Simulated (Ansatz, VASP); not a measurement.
One calculation of AlN, two programs

```
Al N
1.0
     0.00000    2.00521    2.00521
     2.00521    0.00000    2.00521
     2.00521    2.00521    0.00000
Al N
1 1
Direct
  0.50000 0.50000 0.50000
  0.00000 0.00000 0.00000
```

Alike in both runs: functional LDA; k mesh 8 × 8 × 8; occupations gaussian, width 0.1 eV; no spin polarisation.

Ansatz relaxed the structure, and its values are those at the end. VASP's run is a single point on that final structure, the one shown.

|  | VASP | Ansatz |
| --- | --- | --- |
| version | VASP 6.6.1 | Ansatz 0.2.0 |
| potentials or method | VASP PAW LDA potentials, release 64 (Al, N), cutoff 600 eV | scalar-relativistic, plane waves, PAW |
| valence electrons in the cell | 8 | 8 |

|  | VASP | Ansatz | Ansatz less VASP |
| --- | --- | --- | --- |
| gap on the k mesh at the Fermi level (eV) | 4.70 | 4.71 | +0.014 |
| least direct gap on the mesh (eV) | 6.13 | 6.11 | -0.020 |
| pressure (GPa) | 0.6 | 0.1 | -0.52 |

LDA's correlation is that of Perdew and Zunger in VASP and of Perdew and Wang (1992) in Ansatz.
